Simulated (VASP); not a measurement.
Wanted: the native input for a VASP 6.6.1 run.

```yaml
Task: relaxation of the atoms
Functional: r2SCAN
Potentials_or_basis: VASP PAW PBE potentials, release 64 (Hf_pv, O)
Cutoff: 520 eV
k_mesh: 10 × 10 × 10
Occupations: fermi-dirac, width 0.02 eV
Spin: no spin polarisation
Dipole_correction: no
Further_INCAR_settings: ALGO = Normal; EDIFF = 1e-06; IBRION = 2; EDIFFG = -0.01; NSW = 50
```

HfO2:

```
Hf O
1.0
     0.00000    2.47776    2.47776
     2.47776    0.00000    2.47776
     2.47776    2.47776    0.00000
Hf O
1 2
Direct
  0.00000 0.00000 0.00000
  0.25000 0.25000 0.25000
  0.75000 0.75000 0.75000
```

The input as run:

POSCAR

```
HfO2
1.0
    0.0000000000      2.4777593800      2.4777593800
    2.4777593800      0.0000000000      2.4777593800
    2.4777593800      2.4777593800      0.0000000000
Hf O
1 2
Direct
    0.0000000000      0.0000000000      0.0000000000
    0.2500000000      0.2500000000      0.2500000000
    0.7500000000      0.7500000000      0.7500000000
```

INCAR.step1

```
SYSTEM = HfO2
  PREC = Accurate
  ENCUT = 520
  ISMEAR = -1
  SIGMA = 0.02
  LREAL = .False.
  LASPH = .True.
  NELM = 100
  GGA = PE
  ALGO = Normal
  EDIFF = 1E-4
  LWAVE = .True.
  LCHARG = .False.
```

INCAR.step2

```
SYSTEM = HfO2
  PREC = Accurate
  ENCUT = 520
  EDIFF = 1E-6
  ISMEAR = -1
  SIGMA = 0.02
  LREAL = .False.
  LASPH = .True.
  NELM = 100
  ALGO = Normal
  ISIF = 2
  LWAVE = .False.
  LCHARG = .False.
  METAGGA = R2SCAN
  LMIXTAU = .True.
  IBRION = 2
  NSW = 50
  EDIFFG = -0.01
  ISTART = 1
```

KPOINTS

```
regular mesh
0
Gamma
  10 10 10
  0 0 0
```

Potentials or basis: VASP PAW PBE potentials, release 64 (Hf_pv, O).

Command:

```bash
$ cat potpaw_PBE.64/Hf_pv/POTCAR potpaw_PBE.64/O/POTCAR > POTCAR
$ cp INCAR.step1 INCAR
$ mpirun -np 1 vasp_std > vasp.out
$ cp INCAR.step2 INCAR
$ mpirun -np 1 vasp_std > vasp.out
```

Results of the run:

The pressure after relaxing is 14.4 GPa. The band gap on the k mesh is 4.50 eV.

Caveat: the relaxation stopped at its first step, so nothing moved; the PAW data sets were made with another functional, which shifts forces and pressure a little; spin-orbit coupling is left out, which moves the levels of the heavy elements.

It took 56 s on 1 thread of Intel(R) Xeon(R) Platinum 8488C (Sapphire Rapids), with other jobs on the host, peak memory 0.18 GiB.
